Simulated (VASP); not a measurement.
# LiZn (Fd-3m) in VASP: vibrations by perturbation theory with LDA

Aim: the vibrations by perturbation theory of LiZn with LDA.

All numbers are computed with VASP 6.6.1; they aren't measurements. Logs are shortened: lines on timing, memory, paths and dates and some standing lists are left out, and cuts for length are marked.

## Step 1: The cell of the first run

Symmetry: Fd-3m, No. 227, cubic system. The conventional cell has a = 5.942 Å, b = 5.942 Å, c = 5.942 Å, α = 90.00°, β = 90.00°, γ = 90.00°. Within 3.4 Å of Li (site symmetry -43m) lie 4 Li at 2.57 Å and 10 Zn at 2.57 to 2.97 Å. Within 3.4 Å of Zn (site symmetry -43m) lie 10 Li at 2.57 to 2.97 Å and 4 Zn at 2.57 Å.

## Step 2: Vibrations by perturbation theory, LDA

INCAR reads:

```
SYSTEM = LiZn
PREC     = Accurate       ! precision mode
ENCUT    = 520            ! plane-wave cutoff, eV
EDIFF    = 1E-8           ! SCF threshold, eV
ISMEAR   = -1             ! smearing method
SIGMA    = 0.15           ! smearing width, eV
LREAL    = .FALSE.        ! projectors in reciprocal space
LASPH    = .TRUE.         ! aspherical terms in the spheres
NELM     = 100            ! most SCF steps
ALGO     = Fast           ! electronic algorithm
ISIF     = 2              ! what is computed and relaxed
LWAVE    = .FALSE.        ! write WAVECAR
LCHARG   = .FALSE.        ! write CHGCAR
GGA      = CA             ! functional
NBANDS   = 23             ! bands
IBRION   = 8              ! ionic algorithm
NSW      = 1              ! ionic steps
```

KPOINTS reads:

```
regular mesh
0
G
  12 12 12
  0 0 0
```

POSCAR reads:

```
LiZn
1.0
    0.0000000000      2.9708819407      2.9708819407
    2.9708819407      0.0000000000      2.9708819407
    2.9708819407      2.9708819407      0.0000000000
Li Zn
2 2
Direct
    0.5000000000      0.5000000000      0.5000000000
    0.7500000000      0.7500000000      0.7500000000
    0.0000000000      0.0000000000      0.0000000000
    0.2500000000      0.2500000000      0.2500000000
```

Potentials or basis: VASP PAW LDA potentials, release 64 (Li_sv, Zn).

The run is started by

```bash
$ cat potpaw_LDA.64/Li_sv/POTCAR potpaw_LDA.64/Zn/POTCAR > POTCAR
$ mpirun -np 1 vasp_std > vasp.out
```

OUTCAR:

```text
SYSTEM = LiZn
   PREC = Accurate
   ENCUT = 520
   EDIFF = 1E-8
   ISMEAR = -1
   LREAL = .FALSE.
   LASPH = .TRUE.
   NELM = 100
   ISIF = 2
   GGA = CA
   IBRION = 8
   NSW = 1

 ion  position               nearest neighbor table
   1  0.500  0.500  0.500-   4 2.57   4 2.57   4 2.57   2 2.57   4 2.57   2 2.57   2 2.57   2 2.57

   2  0.750  0.750  0.750-   1 2.57   1 2.57   1 2.57   1 2.57   3 2.57   3 2.57   3 2.57   3 2.57

   3  0.000  0.000  0.000-   2 2.57   2 2.57   2 2.57   2 2.57   4 2.57   4 2.57   4 2.57   4 2.57

   4  0.250  0.250  0.250-   3 2.57   3 2.57   3 2.57   1 2.57   3 2.57   1 2.57   1 2.57   1 2.57

  LATTYP: Found a face centered cubic cell.
 ALAT       =     5.9417638814

  Lattice vectors:

 A1 = (   0.0000000000,   2.9708819407,   2.9708819407)
 A2 = (   2.9708819407,   0.0000000000,   2.9708819407)
 A3 = (   2.9708819407,   2.9708819407,   0.0000000000)

Analysis of symmetry for initial positions (statically):
=====================================================================
 Subroutine PRICEL returns:
 Original cell was already a primitive cell.

 Routine SETGRP: Setting up the symmetry group for a
 face centered cubic supercell.

 Subroutine GETGRP returns: Found 48 space group operations
 (whereof 24 operations were pure point group operations)
 out of a pool of 48 trial point group operations.

The static configuration has the point symmetry T_d .
 The point group associated with its full space group is O_h .

Analysis of symmetry for dynamics (positions and initial velocities):
=====================================================================
 Subroutine PRICEL returns:
 Original cell was already a primitive cell.

 Routine SETGRP: Setting up the symmetry group for a
 face centered cubic supercell.

 Subroutine GETGRP returns: Found 48 space group operations
 (whereof 24 operations were pure point group operations)
 out of a pool of 48 trial point group operations.

The dynamic configuration has the point symmetry T_d .
 The point group associated with its full space group is O_h .

 Subroutine INISYM returns: Found 48 space group operations
 (whereof 24 operations are pure point group operations),
 and found     1 'primitive' translations

----------------------------------------------------------------------------------------

                                     Primitive cell

  volume of cell :      52.4428

  direct lattice vectors                    reciprocal lattice vectors
     0.000000000  2.970881941  2.970881941    -0.168300192  0.168300192  0.168300192
     2.970881941  0.000000000  2.970881941     0.168300192 -0.168300192  0.168300192
     2.970881941  2.970881941  0.000000000     0.168300192  0.168300192 -0.168300192

  length of vectors
     4.201461533  4.201461533  4.201461533     0.291504483  0.291504483  0.291504483

  position of ions in fractional coordinates (direct lattice)
     0.500000000  0.500000000  0.500000000
     0.750000000  0.750000000  0.750000000
     0.000000000  0.000000000  0.000000000
     0.250000000  0.250000000  0.250000000

  ion indices of the primitive-cell ions
   primitive index   ion index
                 1           1
                 2           2
                 3           3
                 4           4

----------------------------------------------------------------------------------------

 KPOINTS: regular mesh

Automatic generation of k-mesh.
 Grid dimensions read from file:
 generate k-points for:   12   12   12

 Generating k-lattice:

  Cartesian coordinates                     Fractional coordinates (reciprocal lattice)
    -0.014025016  0.014025016  0.014025016     0.083333333  0.000000000  0.000000000
     0.014025016 -0.014025016  0.014025016     0.000000000  0.083333333  0.000000000
     0.014025016  0.014025016 -0.014025016     0.000000000  0.000000000  0.083333333

  Length of vectors
[... 75 lines left out ...]
     AMIX_MAG =   1.60;   BMIX_MAG =  1.00
  volume/ion in A,a.u.               =      13.11        88.48
  Fermi-wavevector in a.u.,A,eV,Ry     =   1.359001  2.568140 25.128388  1.846884
  Thomas-Fermi vector in A             =   2.485786
   LORBIT       =      0    0 simple, 1 ext, 2 COOP (PROOUT), +10 PAW based schemes
   GGA     = CA    functional components
   LHFCALC =     F    Hartree Fock is set to
   AEXX    =    0.0000 exact exchange contribution
   IVDW    =     0    specifies the selected vdW correction
   LEPSILON=     F    determine dielectric tensor
   LRPA    =     F    only Hartree local field effects (RPA)
 non-spin polarized calculation
 RMM-DIIS sequential band-by-band and
  energy-cutoff  :      520.00
  volume of cell :       52.44
 maximum number of plane-waves:      1428
   NGX = 15   NGY = 15   NGZ = 15

--------------------------------------- Ionic step        1  -------------------------------------------

 number of electron      29.9999992 magnetization

 Free energy of the ion-electron system (eV)
  ---------------------------------------------------
  ext. energy  EPLUGINS =         0.00000000
  ---------------------------------------------------
  free energy    TOTEN  =        -8.83628578 eV

  energy without entropy =       -8.74804821  energy(sigma->0) =       -8.79216700

 E-fermi :   2.5055     XC(G=0): -10.5953

 val. band max:        2.4909965401   @ k =   0.3333   0.2500   0.0000
 cond. band min:       2.5061761562   @ k =   0.2500   0.1667   0.0000
 fundamental gap:      0.0151796161
 Fermi energy:         2.5054946494

 k-point     1 :       0.0000    0.0000    0.0000
  band No.  band energies     occupation
      1     -42.3273      2.00000
      2     -42.2403      2.00000
      3      -5.5845      2.00000
      4      -5.0550      2.00000
      5      -5.0550      2.00000
      6      -5.0550      2.00000
[... 613 lines left out ...]
     22      12.0496      0.00000
     23      13.6817      0.00000

 [... further k-points ...]

------------------------ aborting loop because EDIFF is reached ----------------------------------------

  FORCE on cell =-STRESS in cart. coord.  units (eV):
  Direction    XX          YY          ZZ          XY          YZ          ZX
  --------------------------------------------------------------------------------------
  -------------------------------------------------------------------------------------
  Total        0.0516708      0.0516708      0.0516708      0.0000000      0.0000000      0.0000000
  in kB        1.5785910      1.5785910      1.5785910      0.0000000      0.0000000      0.0000000
  external PRESSURE =       1.5785910 kB  Pullay stress =       0.0000000 kB

 VOLUME and BASIS-vectors are now :
 -----------------------------------------------------------------------------
  energy-cutoff  :      520.00
  volume of cell :       52.44
      direct lattice vectors                 reciprocal lattice vectors
     0.000000000  2.970881941  2.970881941    -0.168300192  0.168300192  0.168300192
     2.970881941  0.000000000  2.970881941     0.168300192 -0.168300192  0.168300192
     2.970881941  2.970881941  0.000000000     0.168300192  0.168300192 -0.168300192

 POSITION                                       TOTAL-FORCE (eV/Angst)
 -----------------------------------------------------------------------------------
      2.97088      2.97088      2.97088        -0.000000     -0.000000     -0.000000
      4.45632      4.45632      4.45632         0.000000      0.000000      0.000000
      0.00000      0.00000      0.00000        -0.000000     -0.000000     -0.000000
      1.48544      1.48544      1.48544         0.000000      0.000000      0.000000
 -----------------------------------------------------------------------------------
    total drift:                               -0.000000      0.000000      0.000000

  FREE ENERGIE OF THE ION-ELECTRON SYSTEM (eV)
  ---------------------------------------------------
  free  energy   TOTEN  =        -8.8362857782 eV

  energy  without entropy=       -8.7480482143  energy(sigma->0) =       -8.79216700

[... ionic steps 2 to 9 ...]

--------------------------------------- Ionic step       10  -------------------------------------------

 Free energy of the ion-electron system (eV)
  ---------------------------------------------------
  ---------------------------------------------------
  free energy    TOTEN  =        -0.21100012 eV

  energy without entropy =       -0.21100012

------------------------ aborting loop because EDIFF is reached ----------------------------------------

 INTERNAL STRAIN TENSOR  FOR ION    3  DIRECTION 1   (eV/Angst):
 -----------------------------------------------------------------------------
    -0.00271  0.00000  0.00000
     0.00000  0.00046  0.13126
     0.00000  0.13126  0.00046

 INTERNAL STRAIN TENSOR FOR ION    4 for displacements in x,y,z  (eV/Angst):
          X           Y           Z          XY          YZ          ZX
  --------------------------------------------------------------------------------
  x     0.00000     0.00000     0.00000     0.00000    -0.13126     0.00000
  y     0.00000    -0.00000     0.00000     0.00000     0.00000    -0.13126
  z     0.00000     0.00000     0.00000    -0.13126     0.00000     0.00000

 SECOND DERIVATIVES (NOT SYMMETRIZED)
 ------------------------------------
               1X          1Y          1Z          2X          2Y          2Z          3X          3Y          3Z          4X          4Y          4Z
  1X    -3.452367    0.000000    0.000000    1.364642    0.000000    0.000000    0.307828    0.000000    0.000000    1.779897    0.000000    0.000000
  1Y     0.000000   -3.452367    0.000000    0.000000    1.364642    0.000000    0.000000    0.307828    0.000000    0.000000    1.779897    0.000000
  1Z     0.000000    0.000000   -3.452367    0.000000    0.000000    1.364642    0.000000    0.000000    0.307828    0.000000    0.000000    1.779897
  2X     1.364642    0.000000    0.000000   -3.452367    0.000000    0.000000    1.779897    0.000000    0.000000    0.307828    0.000000    0.000000
  2Y     0.000000    1.364642    0.000000    0.000000   -3.452367    0.000000    0.000000    1.779897    0.000000    0.000000    0.307828    0.000000
  2Z     0.000000    0.000000    1.364642    0.000000    0.000000   -3.452367    0.000000    0.000000    1.779897    0.000000    0.000000    0.307828
  3X     0.253081   -0.000000   -0.000000    1.722171    0.000000    0.000000   -4.206879    0.000000    0.000000    2.231626    0.000000    0.000000
  3Y    -0.000000    0.253081   -0.000000    0.000000    1.722171    0.000000    0.000000   -4.206879    0.000000    0.000000    2.231626    0.000000
  3Z    -0.000000   -0.000000    0.253081    0.000000    0.000000    1.722171    0.000000    0.000000   -4.206879    0.000000    0.000000    2.231626
  4X     1.722171    0.000000    0.000000    0.253081   -0.000000   -0.000000    2.231626    0.000000    0.000000   -4.206879    0.000000    0.000000
  4Y     0.000000    1.722171    0.000000   -0.000000    0.253081   -0.000000    0.000000    2.231626    0.000000    0.000000   -4.206879    0.000000
  4Z     0.000000    0.000000    1.722171   -0.000000   -0.000000    0.253081    0.000000    0.000000    2.231626    0.000000    0.000000   -4.206879

 Eigenvectors and eigenvalues of the dynamical matrix
 ----------------------------------------------------

   1 f  =   13.033623 THz    81.892666 2PiTHz  434.754855 cm-1    53.902708 meV
             X         Y         Z           dx          dy          dz
      2.970882  2.970882  2.970882     0.237220    0.661201   -0.000000
      4.456323  4.456323  4.456323    -0.237220   -0.661201    0.000000
      0.000000  0.000000  0.000000     0.027311    0.076123    0.000000
      1.485441  1.485441  1.485441    -0.027311   -0.076123    0.000000
[... 71 lines left out ...]
  12 f/i=    0.071694 THz     0.450465 2PiTHz    2.391447 cm-1     0.296502 meV
             X         Y         Z           dx          dy          dz
      2.970882  2.970882  2.970882     0.103701   -0.006060    0.187828
      4.456323  4.456323  4.456323     0.103701   -0.006060    0.187828
      0.000000  0.000000  0.000000     0.325512   -0.019021    0.589585
      1.485441  1.485441  1.485441     0.325512   -0.019021    0.589585

--------------------------------------------------------------------------------------------------------

 ELASTIC MODULI CONTR FROM IONIC RELAXATION (kBar)
 Direction    XX          YY          ZZ          XY          YZ          ZX
 --------------------------------------------------------------------------------
 XX          -0.0000     -0.0000      0.0000     -0.0000      0.0000     -0.0000
 YY          -0.0000     -0.0000     -0.0000     -0.0000     -0.0000     -0.0000
 ZZ           0.0000     -0.0000     -0.0000      0.0000     -0.0000     -0.0000
 XY          -0.0000     -0.0000      0.0000     -6.0248     -0.0000     -0.0000
 YZ           0.0000     -0.0000     -0.0000     -0.0000     -6.0248      0.0000
 ZX          -0.0000     -0.0000     -0.0000     -0.0000      0.0000     -6.0248
 --------------------------------------------------------------------------------
```

It took 15 min on 1 thread of Intel Xeon Platinum 8488C (Sapphire Rapids), shared host; peak memory 0.68 GiB.

Results:

```
Highest phonon frequency at Γ : 435 cm⁻¹
```

Phonon frequencies in cm⁻¹ (negative: imaginary):
```csv
q point,frequencies
"(0.000, 0.000, 0.000)",-2 -2 -2 157 157 157 299 299 299 435 435 435
```

Caveat: the cutoff is under 1.25 times the usual one of these potentials, so pressure, stress and relaxed cells hold a basis-set (Pulay) error.
